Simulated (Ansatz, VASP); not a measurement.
Mg2Ge3N: VASP beside Ansatz

File INCAR:

```
SYSTEM = Mg2Ge3N
  PREC = Accurate
  ENCUT = 600
  EDIFF = 1E-7
  ISMEAR = 0
  SIGMA = 0.1
  LREAL = .False.
  LASPH = .True.
  NELM = 100
  ALGO = Normal
  ISIF = 3
  LWAVE = .False.
  LCHARG = .False.
  GGA = PE
  IBRION = 2
  NSW = 90
  EDIFFG = -0.04
```

Contents of KPOINTS:

```
Automatic mesh
0
Gamma
  6 6 4
  0 0 0
```

POSCAR

```
Mg2Ge3N
1.0
    5.4054814500      0.0000000000      0.0000000000
   -2.7027407200      4.6812842500      0.0000000000
    0.0000000000      0.0000000000      4.0594307800
Mg Ge N
2 3 1
Direct
    0.3333333300      0.6666666700      0.0000000000
    0.6666666700      0.3333333300      0.0000000000
    0.5000000000      0.0000000000      0.5000000000
    0.0000000000      0.5000000000      0.5000000000
    0.5000000000      0.5000000000      0.5000000000
    0.0000000000      0.0000000000      0.0000000000
```

Input for Ansatz:

```yaml
crystal:
  lattice:
    - [5.40548145, 0.0, 0.0]
    - [-2.70274072, 4.68128425, 0.0]
    - [0.0, 0.0, 4.05943078]
  atoms:
    - { symbol: Mg, position: [0.33333333, 0.66666667, 0.0] }
    - { symbol: Mg, position: [0.66666667, 0.33333333, 0.0] }
    - { symbol: Ge, position: [0.5, 0.0, 0.5] }
    - { symbol: Ge, position: [0.0, 0.5, 0.5] }
    - { symbol: Ge, position: [0.5, 0.5, 0.5] }
    - { symbol: "N", position: [0.0, 0.0, 0.0] }
basis:
  ecutwfc: 420
kpoints:
  mp_grid: { grid: [6, 6, 4] }
hamiltonian:
  xc: pbe
scf:
  occupations: { method: gaussian, width: 0.1 }
  lower_state_search: "off"
output:
  forces: true
  stress: true
  eigenvalues: true
relax:
  adjacent_minimum: "off"
  f_tol: 0.04
  max_steps: 70
  cell: { stress_tol: 0.4 }
```

Change from the starting cell: species swapped into the EuAl3Cu2 type (P6/mmm, No. 191).

Alike in both runs: task relaxation of cell and atoms; functional PBE; k mesh 6 × 6 × 4; occupations gaussian, width 0.1 eV; no spin polarisation.

|  | VASP | Ansatz |
| --- | --- | --- |
| version | VASP 6.6.1 | Ansatz 0.2.0 |
| potentials or method | VASP PAW PBE potentials, release 64 (Mg, Ge_d, N), cutoff 600 eV | scalar-relativistic, plane waves, PAW |
| valence electrons in the cell | 51 | 67 |

|  | VASP | Ansatz | Ansatz less VASP |
| --- | --- | --- | --- |
| gap on the k mesh at the Fermi level, each at its own relaxed structure (eV) | none | none | - |
| relaxed volume (Å³/atom) | 19.40 | 19.54 | +0.136 |
| relaxed cell length with the largest relative difference (Å) | 5.126 | 5.208 | +0.0820 |

A gap of «none» marks a metal or a gap that the smearing closes. VASP's potentials hold 51 valence electrons a cell and Ansatz's 67, so a difference there can come from the potentials and not from the codes.

The k mesh is coarse, so the values compare programs but aren't converged.
